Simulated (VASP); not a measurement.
## GaN: relaxation of cell and atoms with PBE

Crystal: GaN.

```
Ga N
1.0
     2.97857    0.00000    0.00000
    -1.48929    2.57952    0.00000
     0.00000    0.00000    6.52317
Ga N
3 3
Cartesian
  -0.7446 1.2898 1.0872
  0.7446 1.2898 5.4360
  1.4893 0.0000 3.2616
  0.7446 1.2898 2.1744
  1.4893 0.0000 0.0000
  -0.7446 1.2898 4.3488
```

The cell was built from a structure type or drawn by symmetry, and may not be a known phase.

| Item | Value |
| --- | --- |
| Program | VASP 6.6.1 |
| Task | relaxation of cell and atoms |
| Functional | PBE |
| Potentials or basis | VASP PAW PBE potentials, release 64 (Ga_d, N) |
| Cutoff | 600 eV |
| k mesh | 6 × 6 × 4 |
| Occupations | gaussian, width 0.1 eV |
| Spin | no spin polarisation |
| Dipole correction | no |
| Further INCAR settings | ALGO = Normal; EDIFF = 1e-07; IBRION = 2; EDIFFG = -0.04; NSW = 90; ISIF = 3 |

```yaml
Relaxed_volume: 10.77 Å³/atom
Relaxed_cell: a = 3.167 Å, b = 3.167 Å, c = 7.440 Å, α = 90.00°, β = 90.00°, γ = 120.00°
Space_group_after_relaxing_to_0.1_Å: P6_222 (No. 180)
Energy_gained_by_relaxing: 544.5 meV/atom
Ionic_steps: 7
Pressure_after_relaxing: -0.2 GPa
Band_gap_on_the_k_mesh: 1.18 eV
```

Stress tensor (GPa, compression positive):
```
-0.19  0.00  0.00
 0.00 -0.19  0.00
 0.00  0.00 -0.30
```

The path:
```
step  energy change (eV)  largest force (eV/Å)  pressure (GPa)  volume (Å³)
   1              0.0000                0.0000           83.42        50.12
   2             -0.3707                0.0000          -29.23        88.58
   3             -3.2164                0.0000           -3.31        66.06
   4             -3.2234                0.0000           -1.60        65.42
   5             -3.2241                0.0000           -0.69        65.08
   6             -3.2649                0.0000           -0.36        64.73
   7             -3.2671                0.0000           -0.22        64.62
```

Final structure:
```
Ga N
1.0
     3.16689    0.00000    0.00000
    -1.58345    2.74261    0.00000
     0.00000    0.00000    7.44045
Ga N
3 3
Cartesian
  -0.7917 1.3713 1.2401
  0.7917 1.3713 6.2004
  0.0000 2.7426 3.7202
  0.7917 1.3713 2.4802
  0.0000 2.7426 0.0000
  -0.7917 1.3713 4.9603
```

Levels at points of the mesh, in eV from the valence-band top:
| k point | band 25 | band 26 | band 27 | band 28 | band 29 | band 30 |
| --- | --- | --- | --- | --- | --- | --- |
| (0.00, 0.00, 0.00) | -0.22 | -0.08 | 0.00 | 1.18 | 4.27 | 4.27 |
| (0.50, 0.00, 0.00) | -1.74 | -1.35 | -1.11 | 2.89 | 4.34 | 4.60 |
| (0.00, 0.00, 0.50) | -0.10 | -0.10 | -0.01 | 3.06 | 3.06 | 4.38 |
| (0.50, 0.00, 0.50) | -1.54 | -1.35 | -1.20 | 3.30 | 4.47 | 4.52 |

It took 3.1 min on 1 thread of AMD EPYC 7R13 Processor (Zen 3), on a shared host, peak memory 0.16 GiB.

Caveat: the volume moved by over 15 % at a fixed basis, so the end points are rough.
